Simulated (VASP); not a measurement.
# Ta (Im-3m) in VASP: a series of runs

Runs on Ta. Level: PBEsol. Tasks: single point.

All numbers are computed with VASP 6.6.1; they aren't measurements. Logs are shortened: lines on timing, memory, paths and dates and some standing lists are left out, and cuts for length are marked.

**1. The cell of the first run**

It takes space group Im-3m (No. 229, cubic). The conventional cell has a = 3.137 Å, b = 3.137 Å, c = 3.137 Å, α = 90.00°, β = 90.00°, γ = 90.00°. Within 3.6 Å of Ta (site symmetry m-3m) lie 14 Ta at 2.72 to 3.14 Å.

**2. Single point, PBEsol (strain -0.050 along x and y, -0.050 along z)**

Input file INCAR:

```
SYSTEM = Ta
PREC = Accurate
ENCUT = 520
EDIFF = 1E-6
ISMEAR = 0
SIGMA = 0.15
LREAL = .False.
LASPH = .True.
NELM = 100
ALGO = Normal
ISIF = 2
LWAVE = .False.
LCHARG = .True.
GGA = PS
LELF = .True.
LVHAR = .True.
NBANDS = 12
```

Input file KPOINTS:

```
Automatic mesh
0
Gamma
  20 20 20
  0 0 0
```

Input file POSCAR:

```
Ta
1.0
   -1.5687160000      1.5687160000      1.5687160000
    1.5687160000     -1.5687160000      1.5687160000
    1.5687160000      1.5687160000     -1.5687160000
Ta
1
Direct
    0.0000000000      0.0000000000      0.0000000000
```

Potentials or basis: VASP PAW PBE potentials, release 64 (Ta_pv).

Command:

```
$ cat potpaw_PBE.64/Ta_pv/POTCAR > POTCAR
$ mpirun -np 1 vasp_std > vasp.out
```

OUTCAR:

```text
SYSTEM = Ta
   PREC = Accurate
   ENCUT = 520
   EDIFF = 1E-6
   ISMEAR = 0
   LREAL = .False.
   LASPH = .True.
   NELM = 100
   ISIF = 2
   GGA = PS

 ion  position               nearest neighbor table
   1  0.000  0.000  0.000-

  LATTYP: Found a body centered cubic cell.
 ALAT       =     3.1374320000

  Lattice vectors:

 A1 = (  -1.5687160000,   1.5687160000,   1.5687160000)
 A2 = (   1.5687160000,  -1.5687160000,   1.5687160000)
 A3 = (   1.5687160000,   1.5687160000,  -1.5687160000)

Analysis of symmetry for initial positions (statically):
=====================================================================
 Subroutine PRICEL returns:
 Original cell was already a primitive cell.

 Routine SETGRP: Setting up the symmetry group for a
 body centered cubic supercell.

 Subroutine GETGRP returns: Found 48 space group operations
 (whereof 48 operations were pure point group operations)
 out of a pool of 48 trial point group operations.

The static configuration has the point symmetry O_h .

Analysis of symmetry for dynamics (positions and initial velocities):
=====================================================================
 Subroutine PRICEL returns:
 Original cell was already a primitive cell.

 Routine SETGRP: Setting up the symmetry group for a
 body centered cubic supercell.

 Subroutine GETGRP returns: Found 48 space group operations
 (whereof 48 operations were pure point group operations)
 out of a pool of 48 trial point group operations.

The dynamic configuration has the point symmetry O_h .

 Subroutine INISYM returns: Found 48 space group operations
 (whereof 48 operations are pure point group operations),
 and found     1 'primitive' translations

----------------------------------------------------------------------------------------

                                     Primitive cell

  volume of cell :      15.4416

  direct lattice vectors                    reciprocal lattice vectors
    -1.568716000  1.568716000  1.568716000     0.000000000  0.318732008  0.318732008
     1.568716000 -1.568716000  1.568716000     0.318732008  0.000000000  0.318732008
     1.568716000  1.568716000 -1.568716000     0.318732008  0.318732008  0.000000000

  length of vectors
     2.717095815  2.717095815  2.717095815     0.450755128  0.450755128  0.450755128

  position of ions in fractional coordinates (direct lattice)
     0.000000000  0.000000000  0.000000000

[... 69 lines left out ...]
   ISPIN  =      1    spin polarized calculation?
   LNONCOLLINEAR =      F non collinear calculations
   LSORBIT =      F    spin-orbit coupling
   LASPH  =      T    aspherical Exc in radial PAW
   ENCUT  =  520.0 eV  38.22 Ry    6.18 a.u.   5.05  5.05  5.05*2*pi/ulx,y,z
   NELM   =    100;   NELMIN=  2; NELMDL= -5     # of ELM steps
   EDIFF  = 0.1E-05   stopping-criterion for ELM
   LREAL  =      F    real-space projection
[... 7 lines left out ...]
   TEBEG  =    0.0;   TEEND  =   0.0 temperature during run
   PSTRESS=    0.0 pullay stress
   NELECT =      11.0000    total number of electrons
   NUPDOWN=      -1.0000    fix difference up-down
   EMIN   =  10.00;   EMAX   =-10.00  energy-range for DOS
   EFERMI =   0.00;   METHOD = LEGACY
   ISMEAR =     0;   SIGMA  =   0.15  broadening in eV -4-tet -1-fermi 0-gaus
   EFERMI_NEDOS =   21; number of points for ismear=-14 and -15
   IALGO  =     38    algorithm
   IMIX   =      4    mixing-type and parameters
     AMIX     =   0.40;   BMIX     =  1.00
     AMIX_MAG =   1.60;   BMIX_MAG =  1.00
  volume/ion in A,a.u.               =      15.44       104.21
  Fermi-wavevector in a.u.,A,eV,Ry     =   1.462092  2.762953 29.085356  2.137713
  Thomas-Fermi vector in A             =   2.578346
   LORBIT       =      0    0 simple, 1 ext, 2 COOP (PROOUT), +10 PAW based schemes
   GGA     = PS    functional components
   LHFCALC =     F    Hartree Fock is set to
   AEXX    =    0.0000 exact exchange contribution
   IVDW    =     0    specifies the selected vdW correction
   LEPSILON=     F    determine dielectric tensor
   LRPA    =     F    only Hartree local field effects (RPA)
 non-spin polarized calculation
 Gauss-broadening in eV      SIGMA  =   0.15
  energy-cutoff  :      520.00
  volume of cell :       15.44
 maximum number of plane-waves:       429
   NGX = 11   NGY = 11   NGZ = 11

 number of electron      11.0000004 magnetization

 Free energy of the ion-electron system (eV)
  ---------------------------------------------------
  ext. energy  EPLUGINS =         0.00000000
  ---------------------------------------------------
  free energy    TOTEN  =       -12.32641031 eV

  energy without entropy =      -12.31319874  energy(sigma->0) =      -12.31980452

 E-fermi :   6.6388     XC(G=0): -13.5370

 val. band max:        6.6367368974   @ k =  -0.2000   0.3000   0.1000
 cond. band min:       6.6451812506   @ k =   0.1000   0.1000   0.0000
 fundamental gap:      0.0084443532
 Fermi energy:         6.6387608175

 k-point     1 :       0.0000    0.0000    0.0000
  band No.  band energies     occupation
      1     -25.7633      2.00000
      2     -25.7633      2.00000
      3     -25.7633      2.00000
      4      -1.8537      2.00000
      5       7.3185      0.00000
      6       7.3185      0.00000
      7       7.3185      0.00000
      8      11.1658      0.00000
      9      11.1658      0.00000
     10      21.8188      0.00000
     11      22.4080      0.00000
     12      22.4080      0.00000
[... 331 lines left out ...]
 k-point    24 :       0.2500    0.1000    0.0000
  band No.  band energies     occupation
      1     -27.0925      2.00000
      2     -26.1924      2.00000
      3     -25.8446      2.00000
      4       1.6719      2.00000
      5       5.3546      2.00000
      6       6.1506      2.00000
      7      10.3478      0.00000
      8      12.0099      0.00000
      9      12.3726      0.00000
     10      21.7964      0.00000
     11      22.4233      0.00000
     12      24.7448      0.00000

 [... further k-points ...]
[... 5 lines left out ...]
  --------------------------------------------------------------------------------------
  -------------------------------------------------------------------------------------
  Total        3.5206033      3.5206033      3.5206033      0.0000000     -0.0000000     -0.0000000
  in kB      365.2874119    365.2874119    365.2874119      0.0000000     -0.0000000     -0.0000000
  external PRESSURE =     365.2874119 kB  Pullay stress =       0.0000000 kB

 VOLUME and BASIS-vectors are now :
 -----------------------------------------------------------------------------
  energy-cutoff  :      520.00
  volume of cell :       15.44
      direct lattice vectors                 reciprocal lattice vectors
    -1.568716000  1.568716000  1.568716000     0.000000000  0.318732008  0.318732008
     1.568716000 -1.568716000  1.568716000     0.318732008  0.000000000  0.318732008
     1.568716000  1.568716000 -1.568716000     0.318732008  0.318732008  0.000000000

 POSITION                                       TOTAL-FORCE (eV/Angst)
 -----------------------------------------------------------------------------------
      0.00000      0.00000      0.00000        -0.000000      0.000000     -0.000000
 -----------------------------------------------------------------------------------
    total drift:                                0.000000     -0.000000      0.000000

  FREE ENERGIE OF THE ION-ELECTRON SYSTEM (eV)
  ---------------------------------------------------
  free  energy   TOTEN  =       -12.3264103111 eV

  energy  without entropy=      -12.3131987368  energy(sigma->0) =      -12.31980452
```

It took 38 s on 1 thread of Intel Xeon 8259CL, shared host; peak memory 0.16 GiB.

Results:

- Free energy: -12.3264 eV
- Pressure: 36.5 GPa
- Band gap on the k mesh: zero (an odd number of electrons rules out a gap without spin polarisation)

Caveat: the cell differs from its parent crystal (strain -0.050 along x and y, -0.050 along z); the cell stands under pressure; the PAW data sets were made with another functional, which shifts forces and pressure a little; spin-orbit coupling is left out, which moves the levels of the heavy elements.

**3. Single point, PBEsol (strain -0.025 along x and y, -0.025 along z)**

Input file INCAR:

```
SYSTEM = Ta
PREC     = Accurate       ! precision mode
ENCUT    = 520            ! plane-wave cutoff, eV
EDIFF    = 1E-6           ! SCF threshold, eV
ISMEAR   = 0              ! smearing method
SIGMA    = 0.15           ! smearing width, eV
LREAL    = .FALSE.        ! projectors in reciprocal space
LASPH    = .TRUE.         ! aspherical terms in the spheres
NELM     = 60             ! most SCF steps
ALGO     = Fast           ! electronic algorithm
ISIF     = 2              ! what is computed and relaxed
LWAVE    = .FALSE.        ! write WAVECAR
LCHARG   = .FALSE.        ! write CHGCAR
GGA      = PS             ! functional
NBANDS   = 12             ! bands
```

Input file KPOINTS:

```
regular mesh
0
G
  20 20 20
  0 0 0
```

Input file POSCAR:

```
Ta
1.0
   -1.6099980000      1.6099980000      1.6099980000
    1.6099980000     -1.6099980000      1.6099980000
    1.6099980000      1.6099980000     -1.6099980000
Ta
1
Direct
    0.0000000000      0.0000000000      0.0000000000
```

Potentials or basis: VASP PAW PBE potentials, release 64 (Ta_pv).

Command:

```
$ cat potpaw_PBE.64/Ta_pv/POTCAR > POTCAR
$ mpirun -np 1 vasp_std > vasp.out
```

OUTCAR:

```text
SYSTEM = Ta
   PREC = Accurate
   ENCUT = 520
   EDIFF = 1E-6
   ISMEAR = 0
   LREAL = .FALSE.
   LASPH = .TRUE.
   NELM = 60
   ISIF = 2
   GGA = PS

 ion  position               nearest neighbor table
   1  0.000  0.000  0.000-

  LATTYP: Found a body centered cubic cell.
 ALAT       =     3.2199960000

  Lattice vectors:

 A1 = (  -1.6099980000,   1.6099980000,   1.6099980000)
 A2 = (   1.6099980000,  -1.6099980000,   1.6099980000)
 A3 = (   1.6099980000,   1.6099980000,  -1.6099980000)

[... 531 lines left out ...]
      4       1.1071      2.00000
      5       4.8770      2.00000
      6       5.4850      1.99998
      7       9.4484      0.00000
      8      10.9347      0.00000
      9      11.2132      0.00000
     10      20.8117      0.00000
     11      21.0480      0.00000
     12      22.8466      0.00000

 [... further k-points ...]
[... 5 lines left out ...]
  --------------------------------------------------------------------------------------
  -------------------------------------------------------------------------------------
  Total        1.4191357      1.4191357      1.4191357     -0.0000000      0.0000000      0.0000000
  in kB      136.2067159    136.2067159    136.2067159     -0.0000000      0.0000000      0.0000000
  external PRESSURE =     136.2067159 kB  Pullay stress =       0.0000000 kB

 VOLUME and BASIS-vectors are now :
 -----------------------------------------------------------------------------
  energy-cutoff  :      520.00
  volume of cell :       16.69
      direct lattice vectors                 reciprocal lattice vectors
    -1.609998000  1.609998000  1.609998000     0.000000000  0.310559392  0.310559392
     1.609998000 -1.609998000  1.609998000     0.310559392  0.000000000  0.310559392
     1.609998000  1.609998000 -1.609998000     0.310559392  0.310559392  0.000000000

 POSITION                                       TOTAL-FORCE (eV/Angst)
 -----------------------------------------------------------------------------------
      0.00000      0.00000      0.00000         0.000000     -0.000000     -0.000000
 -----------------------------------------------------------------------------------
    total drift:                                0.000000      0.000000      0.000000

  FREE ENERGIE OF THE ION-ELECTRON SYSTEM (eV)
  ---------------------------------------------------
  free  energy   TOTEN  =       -12.5177438073 eV

  energy  without entropy=      -12.5040387479  energy(sigma->0) =      -12.51089128
```

OSZICAR:

```text
N       E                     dE             d eps       ncg     rms          rms(c)
DAV:   1     0.607384930608E+02    0.60738E+02   -0.61359E+03  6176   0.890E+02
DAV:   2    -0.119643735685E+02   -0.72703E+02   -0.70830E+02  6820   0.249E+02
DAV:   3    -0.129716584920E+02   -0.10073E+01   -0.99748E+00  7312   0.275E+01
DAV:   4    -0.129739756322E+02   -0.23171E-02   -0.23170E-02  6784   0.147E+00
DAV:   5    -0.129739819301E+02   -0.62979E-05   -0.62983E-05  7196   0.730E-02    0.158E+01
RMM:   6    -0.126300524934E+02    0.34393E+00   -0.22442E-01  6568   0.391E+00    0.790E+00
RMM:   7    -0.125186602776E+02    0.11139E+00   -0.24407E-01  6978   0.398E+00    0.328E-01
RMM:   8    -0.125176899082E+02    0.97037E-03   -0.93508E-03  7455   0.947E-01    0.293E-01
RMM:   9    -0.125177658099E+02   -0.75902E-04   -0.99699E-04  7705   0.308E-01    0.532E-02
RMM:  10    -0.125177450187E+02    0.20791E-04   -0.13263E-04  7598   0.115E-01    0.850E-03
RMM:  11    -0.125177435205E+02    0.14982E-05   -0.21106E-05  7453   0.444E-02    0.413E-03
RMM:  12    -0.125177438073E+02   -0.28677E-06   -0.31083E-06  6331   0.154E-02
   1 F= -.12517744E+02 E0= -.12510891E+02  d E =-.137051E-01
```

stdout:

```text
POSCAR found type information on POSCAR Ta
 POSCAR found :  1 types and       1 ions
 scaLAPACK will be used
 -----------------------------------------------------------------------------
|                                                                             |
|                                                                             |
|     You enforced a specific xc type in the INCAR file but a different       |
|     I HOPE YOU KNOW WHAT YOU ARE DOING!                                     |
|                                                                             |
 -----------------------------------------------------------------------------

 LDA part: xc-table for (Slater+PW92), standard interpolation
 POSCAR, INCAR and KPOINTS ok, starting setup
 FFT: planning ... GRIDC
 FFT: planning ... GRID_SOFT
 FFT: planning ... GRID
 WAVECAR not read
 entering main loop
WARNING in EDDRMM: call to ZHEGV failed, returncode =   6  3     11
WARNING in EDDRMM: call to ZHEGV failed, returncode =   8  4     11
```

Wall time 56 s (1 thread of Intel Xeon 8259CL, shared host); peak memory 0.18 GiB.

What came out:

* Free energy: -12.5177 eV
* Pressure: 13.6 GPa
* Band gap on the k mesh: zero (an odd number of electrons rules out a gap without spin polarisation)

Levels at points of the mesh, in eV from the Fermi level:
```csv
k point,band 2,band 3,band 4,band 5,band 6,band 7,band 8,band 9
"(0.00, 0.00, 0.00)",-32.71,-32.71,-8.20,0.73,0.73,0.73,4.27,4.27
"(0.50, 0.00, 0.00)",-33.19,-32.72,-4.73,-1.78,2.01,4.21,5.33,8.60
"(0.50, 0.50, 0.50)",-33.75,-33.75,-4.28,-4.28,7.50,7.50,7.50,9.41
```

Caveat: the cell differs from its parent crystal (strain -0.025 along x and y, -0.025 along z); the cell stands under pressure; the PAW data sets were made with another functional, which shifts forces and pressure a little; spin-orbit coupling is left out, which moves the levels of the heavy elements.
